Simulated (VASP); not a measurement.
# PbS (P6_3/mmc) in VASP: notebook

The runs below take PbS through single point, with r2SCAN, PBE.

Everything below comes from runs of VASP 6.6.1. Logs are shortened: lines on timing, memory, paths and dates and some standing lists are left out, and cuts for length are marked.

## 1. The cell of the first run

Symmetry: P6_3/mmc, No. 194, hexagonal system. Conventional cell: a = 4.204 Å, b = 4.204 Å, c = 7.478 Å, α = 90.00°, β = 90.00°, γ = 120.00°. Within 4.0 Å of Pb (site symmetry -3m) lie 6 S at 3.06 Å and 2 Pb at 3.74 Å. Within 4.0 Å of S (site symmetry -6m2) lie 6 Pb at 3.06 Å.

## 2. Single point, r2SCAN (28.62 Å³/atom)

Contents of POSCAR:

```
PbS
1.0
    4.2043238218      0.0000000000      0.0000000000
   -2.1021619109      3.6410512354      0.0000000000
    0.0000000000      0.0000000000      7.4775668068
Pb S
2 2
Direct
    0.0000000000      0.0000000000      0.0000000000
    0.0000000000      0.0000000000      0.5000000000
    0.3333333333      0.6666666667      0.2500000000
    0.6666666667      0.3333333333      0.7500000000
```

Contents of INCAR.step1:

```
SYSTEM = PbS
ALGO = Normal ; EDIFF = 1E-4
ENCUT = 520 ; GGA = PE
ISMEAR = -1 ; LASPH = .TRUE.
LCHARG = .FALSE. ; LREAL = .FALSE.
LWAVE = .TRUE. ; NBANDS = 28
NELM = 60 ; PREC = Accurate
SIGMA = 0.02
```

Contents of INCAR.step2:

```
SYSTEM = PbS
ALGO = Normal ; EDIFF = 1E-6
ENCUT = 520 ; ISIF = 2
ISMEAR = -1 ; ISTART = 1
LASPH = .TRUE. ; LCHARG = .FALSE.
LMIXTAU = .TRUE. ; LREAL = .FALSE.
LWAVE = .FALSE. ; METAGGA = R2SCAN
NBANDS = 28 ; NELM = 60
PREC = Accurate ; SIGMA = 0.02
```

Contents of KPOINTS:

```
k-points
0
G
  6 6 4
  0 0 0
```

Potentials or basis: VASP PAW PBE potentials, release 64 (Pb_d, S).

Started as:

```sh
$ cat potpaw_PBE.64/Pb_d/POTCAR potpaw_PBE.64/S/POTCAR > POTCAR
$ cp INCAR.step1 INCAR
$ mpirun -np 1 vasp_std > vasp.out
$ cp INCAR.step2 INCAR
$ mpirun -np 1 vasp_std > vasp.out
```

OUTCAR:

```text
SYSTEM = PbS
   EDIFF = 1E-6
   ENCUT = 520
   ISIF = 2
   ISMEAR = -1
   ISTART = 1
   LASPH = .TRUE.
   LREAL = .FALSE.
   METAGGA = R2SCAN
   NELM = 60
   PREC = Accurate

 ion  position               nearest neighbor table
   1  0.000  0.000  0.000-   3 3.06   4 3.06   3 3.06   4 3.06   4 3.06   3 3.06   2 3.74   2 3.74

   2  0.000  0.000  0.500-   3 3.06   4 3.06   3 3.06   4 3.06   4 3.06   3 3.06   1 3.74   1 3.74

   3  0.333  0.667  0.250-   1 3.06   2 3.06   1 3.06   2 3.06   1 3.06   2 3.06
   4  0.667  0.333  0.750-   1 3.06   2 3.06   1 3.06   2 3.06   1 3.06   2 3.06

  LATTYP: Found a hexagonal cell.
 ALAT       =     4.2043238218
 C/A-ratio  =     1.7785420733

  Lattice vectors:

 A1 = (   4.2043238218,   0.0000000000,   0.0000000000)
 A2 = (  -2.1021619109,   3.6410512354,   0.0000000000)
 A3 = (   0.0000000000,   0.0000000000,   7.4775668068)

Analysis of symmetry for initial positions (statically):
=====================================================================
 Subroutine PRICEL returns:
 Original cell was already a primitive cell.

 Routine SETGRP: Setting up the symmetry group for a
 hexagonal supercell.

 Subroutine GETGRP returns: Found 24 space group operations
 (whereof 12 operations were pure point group operations)
 out of a pool of 24 trial point group operations.

The static configuration has the point symmetry D_3d.
 The point group associated with its full space group is D_6h.

Analysis of symmetry for dynamics (positions and initial velocities):
=====================================================================
 Subroutine PRICEL returns:
 Original cell was already a primitive cell.

 Routine SETGRP: Setting up the symmetry group for a
 hexagonal supercell.

 Subroutine GETGRP returns: Found 24 space group operations
 (whereof 12 operations were pure point group operations)
 out of a pool of 24 trial point group operations.

The dynamic configuration has the point symmetry D_3d.
 The point group associated with its full space group is D_6h.

 Subroutine INISYM returns: Found 24 space group operations
 (whereof 12 operations are pure point group operations),
 and found     1 'primitive' translations

----------------------------------------------------------------------------------------

                                     Primitive cell

  volume of cell :     114.4678

  direct lattice vectors                    reciprocal lattice vectors
     4.204323822  0.000000000  0.000000000     0.237850376  0.137322978  0.000000000
    -2.102161911  3.641051235  0.000000000     0.000000000  0.274645957  0.000000000
     0.000000000  0.000000000  7.477566807     0.000000000  0.000000000  0.133733342

  length of vectors
     4.204323822  4.204323822  7.477566807     0.274645957  0.274645957  0.133733342

  position of ions in fractional coordinates (direct lattice)
     0.000000000  0.000000000  0.000000000
     0.000000000  0.000000000  0.500000000
     0.333333333  0.666666667  0.250000000
     0.666666667  0.333333333  0.750000000

  ion indices of the primitive-cell ions
   primitive index   ion index
                 1           1
                 2           2
                 3           3
                 4           4

----------------------------------------------------------------------------------------

 KPOINTS: k-points

Automatic generation of k-mesh.
 Grid dimensions read from file:
 generate k-points for:    6    6    4

 Generating k-lattice:

  Cartesian coordinates                     Fractional coordinates (reciprocal lattice)
     0.039641729  0.022887163  0.000000000     0.166666667  0.000000000  0.000000000
     0.000000000  0.045774326  0.000000000     0.000000000  0.166666667  0.000000000
     0.000000000  0.000000000  0.033433336     0.000000000  0.000000000  0.250000000

  Length of vectors
     0.045774326  0.045774326  0.033433336

  Shift w.r.t. Gamma in fractional coordinates (k-lattice)
     0.000000000  0.000000000  0.000000000

 Subroutine IBZKPT returns following result:
 ===========================================

 Found     21 irreducible k-points:

 Following reciprocal coordinates:
            Coordinates               Weight
  0.000000  0.000000  0.000000      1.000000
  0.166667 -0.000000  0.000000      6.000000
  0.333333  0.000000  0.000000      6.000000
  0.500000 -0.000000  0.000000      3.000000
  0.166667  0.166667  0.000000      6.000000
  0.333333  0.166667  0.000000     12.000000
[... 13 lines left out ...]
  0.333333  0.166667  0.500000     12.000000
  0.333333  0.333333  0.500000      2.000000
   k-points           NKPTS =     21   k-points in BZ     NKDIM =     21   number of bands    NBANDS=     28
   number of dos      NEDOS =    301   number of ions     NIONS =      4
   total plane-waves  NPLWV =  57344
   dimension x,y,z NGX =    32 NGY =   32 NGZ =   56
   dimension x,y,z NGXF=    64 NGYF=   64 NGZF=  112
   ions per type =               2   2
   NGX,Y,Z   is equivalent  to a cutoff of  12.65, 12.65, 12.45 a.u.
   NGXF,Y,Z  is equivalent  to a cutoff of  25.31, 25.31, 24.90 a.u.
 SYSTEM =  PbS
   PREC   = accura    normal or accurate (medium, high low for compatibility)
   ISTART =      1    job   : 0-new  1-cont  2-samecut
   ICHARG =      0    charge: 1-file 2-atom 10-const
   ISPIN  =      1    spin polarized calculation?
   LNONCOLLINEAR =      F non collinear calculations
   LSORBIT =      F    spin-orbit coupling
   LASPH  =      T    aspherical Exc in radial PAW
   ENCUT  =  520.0 eV  38.22 Ry    6.18 a.u.   7.82  7.82 13.90*2*pi/ulx,y,z
   NELM   =     60;   NELMIN=  2; NELMDL=  0     # of ELM steps
   EDIFF  = 0.1E-05   stopping-criterion for ELM
   LREAL  =      F    real-space projection
   EDIFFG = 0.1E-04   stopping-criterion for IOM
   NSW    =      0    number of steps for IOM
   IBRION =     -1    ionic relax: 0-MD 1-quasi-New 2-CG
   NFREE  =      0    steps in history (QN), initial steepest desc. (CG)
   ISIF   =      2    stress and relaxation
   ISYM   =      2    0-nonsym 1-usesym 2-fastsym
   POTIM  = 0.5000    time-step for ionic-motion
   TEBEG  =    0.0;   TEEND  =   0.0 temperature during run
   PSTRESS=    0.0 pullay stress
   NELECT =      40.0000    total number of electrons
   NUPDOWN=      -1.0000    fix difference up-down
   EMIN   =  10.00;   EMAX   =-10.00  energy-range for DOS
   EFERMI =   0.00;   METHOD = LEGACY
   ISMEAR =    -1;   SIGMA  =   0.02  broadening in eV -4-tet -1-fermi 0-gaus
   EFERMI_NEDOS =   21; number of points for ismear=-14 and -15
   IALGO  =     38    algorithm
   IMIX   =      4    mixing-type and parameters
     AMIX     =   0.40;   BMIX     =  1.00
     AMIX_MAG =   1.60;   BMIX_MAG =  1.00
  volume/ion in A,a.u.               =      28.62       193.12
  Fermi-wavevector in a.u.,A,eV,Ry     =   1.153100  2.179044 18.090854  1.329640
  Thomas-Fermi vector in A             =   2.289747
   LORBIT       =      0    0 simple, 1 ext, 2 COOP (PROOUT), +10 PAW based schemes
   METAGGA = R2SCAN    functional components
   LHFCALC =     F    Hartree Fock is set to
   AEXX    =    0.0000 exact exchange contribution
   IVDW    =     0    specifies the selected vdW correction
   LEPSILON=     F    determine dielectric tensor
   LRPA    =     F    only Hartree local field effects (RPA)
 non-spin polarized calculation
  energy-cutoff  :      520.00
  volume of cell :      114.47
 maximum number of plane-waves:      3102
 NGX is ok and might be reduce to    32
   NGX = 15   NGY = 15   NGZ = 27

 number of electron      40.0000013 magnetization

 Free energy of the ion-electron system (eV)
  ---------------------------------------------------
  ext. energy  EPLUGINS =         0.00000000
  ---------------------------------------------------
  free energy    TOTEN  =      -130.89725028 eV

  energy without entropy =     -130.89725017  energy(sigma->0) =     -130.89725022

 E-fermi :   5.0829     XC(G=0):  -9.7797

 val. band max:        4.8620662841   @ k =   0.0000   0.0000   0.0000
 cond. band min:       5.3174418071   @ k =   0.0000   0.0000   0.0000
 fundamental gap:      0.4553755231
 Fermi energy:         5.0828800461

 k-point     1 :       0.0000    0.0000    0.0000
  band No.  band energies     occupation
      1     -12.9479      2.00000
      2     -12.8875      2.00000
      3     -12.8875      2.00000
      4     -12.8766      2.00000
      5     -12.8766      2.00000
      6     -12.8649      2.00000
[... 20 lines left out ...]
     27      10.8681      0.00000
     28      12.6884      0.00000

 k-point     2 :       0.1667   -0.0000    0.0000
  band No.  band energies     occupation
      1     -12.9428      2.00000
      2     -12.9025      2.00000
      3     -12.8790      2.00000
      4     -12.8772      2.00000
      5     -12.8747      2.00000
      6     -12.8657      2.00000
[... 20 lines left out ...]
     27      10.8816      0.00000
     28      11.7089      0.00000

 k-point     3 :       0.3333    0.0000    0.0000
  band No.  band energies     occupation
      1     -12.9470      2.00000
      2     -12.9308      2.00000
      3     -12.8858      2.00000
      4     -12.8804      2.00000
      5     -12.8745      2.00000
      6     -12.8491      2.00000
[... 20 lines left out ...]
     27      10.3770      0.00000
     28      13.3060      0.00000

 k-point     4 :       0.5000   -0.0000    0.0000
  band No.  band energies     occupation
      1     -12.9670      2.00000
      2     -12.9287      2.00000
      3     -12.8900      2.00000
      4     -12.8810      2.00000
      5     -12.8766      2.00000
      6     -12.8382      2.00000
[... 20 lines left out ...]
     27      10.4546      0.00000
     28      12.7010      0.00000

 k-point     5 :       0.1667    0.1667    0.0000
  band No.  band energies     occupation
      1     -12.9353      2.00000
      2     -12.9272      2.00000
      3     -12.8791      2.00000
      4     -12.8786      2.00000
      5     -12.8784      2.00000
      6     -12.8575      2.00000
[... 20 lines left out ...]
     27      10.4900      0.00000
     28      12.3903      0.00000

 k-point     6 :       0.3333    0.1667    0.0000
  band No.  band energies     occupation
      1     -12.9501      2.00000
      2     -12.9272      2.00000
      3     -12.8898      2.00000
      4     -12.8783      2.00000
      5     -12.8768      2.00000
      6     -12.8474      2.00000
[... 370 lines left out ...]
      5     -12.8485      2.00000
      6     -12.8485      2.00000
[... 20 lines left out ...]
     27      11.9644      0.00000
     28      11.9644      0.00000

 k-point    19 :       0.1667    0.1667    0.5000
  band No.  band energies     occupation
      1     -12.8956      2.00000
      2     -12.8956      2.00000
      3     -12.8715      2.00000
      4     -12.8715      2.00000
      5     -12.8628      2.00000
      6     -12.8628      2.00000
[... 20 lines left out ...]
     27      11.4768      0.00000
     28      11.4768      0.00000

 k-point    20 :       0.3333    0.1667    0.5000
  band No.  band energies     occupation
      1     -12.9080      2.00000
      2     -12.9080      2.00000
      3     -12.8704      2.00000
      4     -12.8704      2.00000
      5     -12.8566      2.00000
      6     -12.8566      2.00000
[... 20 lines left out ...]
     27      11.8981      0.00000
     28      11.8981      0.00000

 k-point    21 :       0.3333    0.3333    0.5000
  band No.  band energies     occupation
      1     -12.9003      2.00000
      2     -12.9003      2.00000
      3     -12.8651      2.00000
      4     -12.8651      2.00000
      5     -12.8567      2.00000
      6     -12.8567      2.00000
[... 20 lines left out ...]
     27      12.6858      0.00000
     28      12.6858      0.00000

------------------------ aborting loop because EDIFF is reached ----------------------------------------

  FORCE on cell =-STRESS in cart. coord.  units (eV):
  Direction    XX          YY          ZZ          XY          YZ          ZX
  --------------------------------------------------------------------------------------
  -------------------------------------------------------------------------------------
  Total       -1.9649243     -1.9649243     -2.4757656      0.0000000      0.0000000      0.0000000
  in kB      -27.5025616    -27.5025616    -34.6526828      0.0000000      0.0000000      0.0000000
  external PRESSURE =     -29.8859353 kB  Pullay stress =       0.0000000 kB

 VOLUME and BASIS-vectors are now :
 -----------------------------------------------------------------------------
  energy-cutoff  :      520.00
  volume of cell :      114.47
      direct lattice vectors                 reciprocal lattice vectors
     4.204323822  0.000000000  0.000000000     0.237850376  0.137322978  0.000000000
    -2.102161911  3.641051235  0.000000000     0.000000000  0.274645957  0.000000000
     0.000000000  0.000000000  7.477566807     0.000000000  0.000000000  0.133733342

 POSITION                                       TOTAL-FORCE (eV/Angst)
 -----------------------------------------------------------------------------------
      0.00000      0.00000      0.00000         0.000000      0.000000     -0.000000
      0.00000      0.00000      3.73878         0.000000      0.000000     -0.000000
     -0.00000      2.42737      1.86939         0.000000     -0.000000      0.000000
      2.10216      1.21368      5.60818        -0.000000      0.000000      0.000000
 -----------------------------------------------------------------------------------
    total drift:                                0.000000     -0.000000      0.000000

  FREE ENERGIE OF THE ION-ELECTRON SYSTEM (eV)
  ---------------------------------------------------
  free  energy   TOTEN  =      -130.8972502799 eV

  energy  without entropy=     -130.8972501672  energy(sigma->0) =     -130.89725022
```

Run time: 4.7 min. Hardware: 1 thread of Intel Xeon 8259CL, shared host; peak memory 0.27 GiB.

Results:

```yaml
Free_energy: -130.8973 eV
Pressure: -3.0 GPa
Band_gap_on_the_k_mesh: 0.46 eV
```

Stress tensor (GPa, compression positive):
```
-2.75  0.00  0.00
 0.00 -2.75  0.00
 0.00  0.00 -3.47
```

Caveat: the PAW data sets were made with another functional, which shifts forces and pressure a little; spin-orbit coupling is left out, which moves the levels of the heavy elements. A k mesh can miss the band edges.

(Part 1 of 2 ends here.)
